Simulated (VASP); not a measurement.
# Zn3Se2S (P3m1) in VASP: settings compared, part 2 of 2

VASP 6.6.1. The steps go on from the part before.

### 3 Relaxation of cell and atoms, PBE

This run uses another cell than the first one, of 22.39 Å³/atom.

File INCAR:

```
PREC = Accurate ; ENCUT = 600
EDIFF = 1E-7 ; ISMEAR = 0
SIGMA = 0.02 ; LREAL = False
LASPH = True ; NELM = 80
ALGO = Normal ; ISIF = 3
LWAVE = False ; LCHARG = False
GGA = PE ; IBRION = 2
NSW = 100 ; EDIFFG = -0.01
```

File KPOINTS:

```
regular mesh
0
Gamma
  12 12 4
```

File POSCAR:

```
Zn3Se2S
1.0
    3.9859881000      0.0000000000      0.0000000000
   -1.9929941000      3.4519670000      0.0000000000
    0.0000000000      0.0000000000      9.7655902000
Zn Se S
3 2 1
Direct
    0.0000000000      0.0000000000      0.9904880000
    0.6666667000      0.3333333000      0.3330910000
    0.3333333000      0.6666667000      0.6760390000
    0.6666667000      0.3333333000      0.0796640000
    0.3333333000      0.6666667000      0.4216970000
    0.0000000000      0.0000000000      0.7490200000
```

Potentials or basis: VASP PAW PBE potentials, release 64 (Zn, Se, S).

Run with:

```
$ cat potpaw_PBE.64/Zn/POTCAR potpaw_PBE.64/Se/POTCAR potpaw_PBE.64/S/POTCAR > POTCAR
$ mpirun -np 1 vasp_std > vasp.out
```

OUTCAR:

```text
PREC = Accurate
   ENCUT = 600
   EDIFF = 1E-7
   ISMEAR = 0
   LREAL = False
   LASPH = True
   NELM = 80
   ISIF = 3
   GGA = PE
   IBRION = 2
   NSW = 100
   EDIFFG = -0.01

 ion  position               nearest neighbor table
   1  0.000  0.000  0.990-   6 2.36   4 2.46   4 2.46   4 2.46
   2  0.667  0.333  0.333-   5 2.46   5 2.46   5 2.46   4 2.47
   3  0.333  0.667  0.676-   6 2.41   6 2.41   6 2.41   5 2.48
   4  0.667  0.333  0.080-   1 2.46   1 2.46   1 2.46   2 2.47
   5  0.333  0.667  0.422-   2 2.46   2 2.46   2 2.46   3 2.48
   6  0.000  0.000  0.749-   1 2.36   3 2.41   3 2.41   3 2.41

  LATTYP: Found a hexagonal cell.
 ALAT       =     3.9859881000
 C/A-ratio  =     2.4499797679

  Lattice vectors:

 A1 = (   3.9859881000,   0.0000000000,   0.0000000000)
 A2 = (  -1.9929941000,   3.4519670000,   0.0000000000)
 A3 = (   0.0000000000,   0.0000000000,   9.7655902000)

Analysis of symmetry for initial positions (statically):
=====================================================================
 Subroutine PRICEL returns:
 Original cell was already a primitive cell.

[... 233 lines left out ...]
 Fermi energy:         1.6987977613

 k-point     1 :       0.0000    0.0000    0.0000
  band No.  band energies     occupation
      1     -11.5260      2.00000
      2     -10.9853      2.00000
      3     -10.9522      2.00000
      4      -4.9532      2.00000
      5      -4.9532      2.00000
      6      -4.9082      2.00000
[... 829 lines left out ...]
     31       6.5271      0.00000
     32       7.3222      0.00000

 [... further k-points ...]

------------------------ aborting loop because EDIFF is reached ----------------------------------------

  FORCE on cell =-STRESS in cart. coord.  units (eV):
  Direction    XX          YY          ZZ          XY          YZ          ZX
  --------------------------------------------------------------------------------------
  -------------------------------------------------------------------------------------
  Total       -0.0340715     -0.0340715     -0.0237312      0.0000000     -0.0000000     -0.0000000
  in kB       -0.4048417     -0.4048417     -0.2819773      0.0000000     -0.0000000     -0.0000000
  external PRESSURE =      -0.3638869 kB  Pullay stress =       0.0000000 kB

 VOLUME and BASIS-vectors are now :
 -----------------------------------------------------------------------------
  energy-cutoff  :      600.00
  volume of cell :      134.84
      direct lattice vectors                 reciprocal lattice vectors
     3.990357220 -0.000000000 -0.000000000     0.250604130  0.144686364  0.000000000
    -1.995178660  3.455750769  0.000000000     0.000000000  0.289372720  0.000000000
     0.000000000  0.000000000  9.778284003     0.000000000  0.000000000  0.102267433

 POSITION                                       TOTAL-FORCE (eV/Angst)
 -----------------------------------------------------------------------------------
     -1.99518      3.45575      9.68470        -0.000000      0.000000     -0.007125
      1.99518      1.15192      3.25718        -0.000000      0.000000      0.001938
     -0.00000      2.30383      6.61063         0.000000     -0.000000     -0.001426
      1.99518      1.15192      0.77902         0.000000     -0.000000     -0.000688
     -0.00000      2.30383      4.12352        -0.000000     -0.000000      0.001785
      0.00000      0.00000      7.32436        -0.000000      0.000000      0.005515
 -----------------------------------------------------------------------------------
    total drift:                               -0.000006      0.000001      0.000290

  FREE ENERGIE OF THE ION-ELECTRON SYSTEM (eV)
  ---------------------------------------------------
  free  energy   TOTEN  =       -18.8512720054 eV

  energy  without entropy=      -18.8512720054  energy(sigma->0) =      -18.85127201

 reached required accuracy - stopping structural energy minimisation
```

Run time: 11 min. Hardware: 1 thread of Oxide Virtual Turin-like, shared host; peak memory 0.47 GiB.

Results:

```yaml
Free_energy: -18.8513 eV
Relaxed_volume: 22.47 Å³/atom
Relaxed_cell: a = 3.990 Å, b = 3.990 Å, c = 9.778 Å, α = 90.00°, β = 90.00°, γ = 120.00°
Space_group_after_relaxing_to_0.1_Å: P3m1 (No. 156)
Energy_gained_by_relaxing: 0.0 meV/atom
Ionic_steps: 2
Pressure_after_relaxing: 0.0 GPa
Largest_force_after_relaxing: 0.007 eV/Å
Band_gap_on_the_k_mesh: 1.24 eV
```

Forces on the atoms (eV/Å):
```
Zn   0.000  0.000 -0.007
Zn   0.000  0.000  0.002
Zn   0.000  0.000 -0.001
Se   0.000  0.000 -0.001
Se   0.000  0.000  0.002
S    0.000  0.000  0.006
```

Step by step:
| step | energy change (eV) | largest force (eV/Å) | pressure (GPa) | volume (Å³) |
| --- | --- | --- | --- | --- |
| 1 | 0.0000 | 0.0119 | 0.17 | 134.37 |
| 2 | -0.0002 | 0.0071 | -0.04 | 134.84 |

Final structure:
```
CELL_PARAMETERS angstrom
3.99036 0.00000 0.00000
-1.99518 3.45575 0.00000
0.00000 0.00000 9.77828
ATOMIC_POSITIONS crystal
Zn 0.00000 0.00000 0.99043
Zn 0.66667 0.33333 0.33310
Zn 0.33333 0.66667 0.67605
Se 0.66667 0.33333 0.07967
Se 0.33333 0.66667 0.42170
S 0.00000 0.00000 0.74904
```

### 4 Single point, PBE (23.74 Å³/atom)

This run uses another cell than the first one, of 23.74 Å³/atom.

File INCAR:

```
PREC = Accurate ; ENCUT = 520
EDIFF = 1E-6 ; ISMEAR = 0
SIGMA = 0.02 ; LREAL = F
LASPH = T ; NELM = 60
ALGO = Normal ; ISIF = 2
LWAVE = F ; LCHARG = F
GGA = PE ; NBANDS = 36
```

KPOINTS is that of step 3.

File POSCAR:

```
Zn3Se2S
1.0
    4.0637728605      0.0000000295      0.0000000000
   -2.0318864558      3.5193305177      0.0000000000
    0.0000000000      0.0000000000      9.9590407912
Zn Se S
3 2 1
Direct
    0.0000000000      0.0000000000      0.9907905103
    0.6666666667      0.3333333333      0.3331620184
    0.3333333333      0.6666666667      0.6756053401
    0.6666666667      0.3333333333      0.0795133105
    0.3333333333      0.6666666667      0.4212434653
    0.0000000000      0.0000000000      0.7496843554
```

Run with:

```
$ cat potpaw_PBE.64/Zn/POTCAR potpaw_PBE.64/Se/POTCAR potpaw_PBE.64/S/POTCAR > POTCAR
$ mpirun -np 1 vasp_std > vasp.out
```

Run time: 6.8 min. Hardware: 1 thread of Oxide Virtual Turin-like, shared host; peak memory 0.42 GiB.

It converged, with:

```
Free energy            : -18.7787 eV
Pressure               : -2.9 GPa
Largest force          : 0.010 eV/Å
Band gap on the k mesh : 1.04 eV
```

Forces in eV/Å, atoms in the order of the input:
```
Zn   0.000  0.000 -0.010
Zn   0.000  0.000  0.000
Zn   0.000  0.000 -0.003
Se   0.000  0.000  0.001
Se   0.000  0.000  0.007
S    0.000  0.000  0.006
```

Levels at points of the mesh, in eV from the valence-band top:
```tsv
k point	band 23	band 24	band 25	band 26	band 27	band 28	band 29	band 30	band 31	band 32
(0.00, 0.00, 0.00)	-0.46	-0.46	-0.15	0.00	0.00	1.04	2.50	2.76	5.89	5.89
(0.50, 0.00, 0.00)	-2.07	-1.80	-1.69	-1.27	-1.01	3.15	3.39	3.54	3.63	5.70
(0.00, 0.00, 0.50)	-1.07	-0.34	-0.34	-0.10	-0.10	2.11	2.43	2.62	5.64	6.05
(0.50, 0.00, 0.50)	-2.29	-2.01	-1.56	-0.87	-0.80	2.49	3.47	3.71	4.42	4.63
```

### 5 Single point, PBE (24.63 Å³/atom)

This run uses another cell than the first one, of 24.63 Å³/atom.

File INCAR:

```
SYSTEM = Zn3Se2S
ALGO     = Normal         ! electronic algorithm
EDIFF    = 1E-7           ! SCF threshold, eV
ENCUT    = 520            ! plane-wave cutoff, eV
GGA      = PE             ! functional
ISIF     = 2              ! what is computed and relaxed
ISMEAR   = 0              ! smearing method
LASPH    = .TRUE.         ! aspherical terms in the spheres
LCHARG   = .FALSE.        ! write CHGCAR
LREAL    = .FALSE.        ! projectors in reciprocal space
LWAVE    = .FALSE.        ! write WAVECAR
NBANDS   = 36             ! bands
NELM     = 100            ! most SCF steps
PREC     = Accurate       ! precision mode
SIGMA    = 0.02           ! smearing width, eV
```

File KPOINTS:

```
k-points
0
G
  12 12 4
  0 0 0
```

File POSCAR:

```
Zn3Se2S
1.0
    4.1147261872      0.0000000299      0.0000000000
   -2.0573631195      3.5634573928      0.0000000000
    0.0000000000      0.0000000000     10.0804820633
Zn Se S
3 2 1
Direct
    0.0000000000      0.0000000000      0.9908824440
    0.6666666667      0.3333333333      0.3332921169
    0.3333333333      0.6666666667      0.6753523723
    0.6666666667      0.3333333333      0.0793336774
    0.3333333333      0.6666666667      0.4210256391
    0.0000000000      0.0000000000      0.7501127503
```

Run with:

```
$ cat potpaw_PBE.64/Zn/POTCAR potpaw_PBE.64/Se/POTCAR potpaw_PBE.64/S/POTCAR > POTCAR
$ mpirun -np 1 vasp_std > vasp.out
```

It took 8.3 min on 1 thread of Oxide Virtual Turin-like, shared host; peak memory 0.45 GiB.

The run converged. Its results:

| Property | Result |
| --- | --- |
| Free energy | -18.6532 eV |
| Pressure | -4.5 GPa |
| Largest force | 0.007 eV/Å |
| Band gap on the k mesh | 0.91 eV |

Forces in eV/Å, atoms in the order of the input:
```
Zn   0.000  0.000 -0.007
Zn   0.000  0.000 -0.004
Zn   0.000  0.000  0.000
Se   0.000  0.000  0.005
Se   0.000  0.000  0.005
S    0.000  0.000  0.001
```

Levels at points of the mesh, in eV from the valence-band top:
```
           k point  band 25  band 26  band 27  band 28  band 29  band 30
(0.00, 0.00, 0.00)    -0.14     0.00     0.00     0.91     2.42     2.67
(0.50, 0.00, 0.00)    -1.60    -1.19    -0.95     3.21     3.34     3.47
(0.00, 0.00, 0.50)    -0.32    -0.09    -0.09     2.01     2.30     2.53
(0.50, 0.00, 0.50)    -1.47    -0.81    -0.75     2.42     3.48     3.71
```

Caveat: the cell stands under tension.

### 6 The runs side by side

```tsv
task	level	cell	cutoff (eV)	gap on the mesh (eV)	pressure (GPa)	largest force (eV/Å)
single point	r2SCAN	a = 3.941, b = 3.941, c = 9.659 Å, angles 90.0, 90.0, 120.0°, 6 atoms, atomic positions A	520	1.95	0.1	0.01
relaxation of cell and atoms	PBE	relaxed from a = 3.986, b = 3.986, c = 9.766 Å, angles 90.0, 90.0, 120.0°, 6 atoms, atomic positions B	600	1.24	0.0	0.01
single point	PBE	a = 4.064, b = 4.064, c = 9.959 Å, angles 90.0, 90.0, 120.0°, 6 atoms, atomic positions C	520	1.04	-2.9	0.01
single point	PBE	a = 4.115, b = 4.115, c = 10.080 Å, angles 90.0, 90.0, 120.0°, 6 atoms, atomic positions D	520	0.91	-4.5	0.01
```

Alike in all rows: potentials or basis VASP PAW PBE potentials, release 64 (Zn, Se, S); no spin polarisation; k mesh 12 × 12 × 4; smearing gaussian 0.02 eV.

Caveats: the PAW data sets were made with another functional, which shifts forces and pressure a little (at least some runs); the cell stands under tension (at least some runs).

Absolute energies hang on the potentials; compare differences alone.
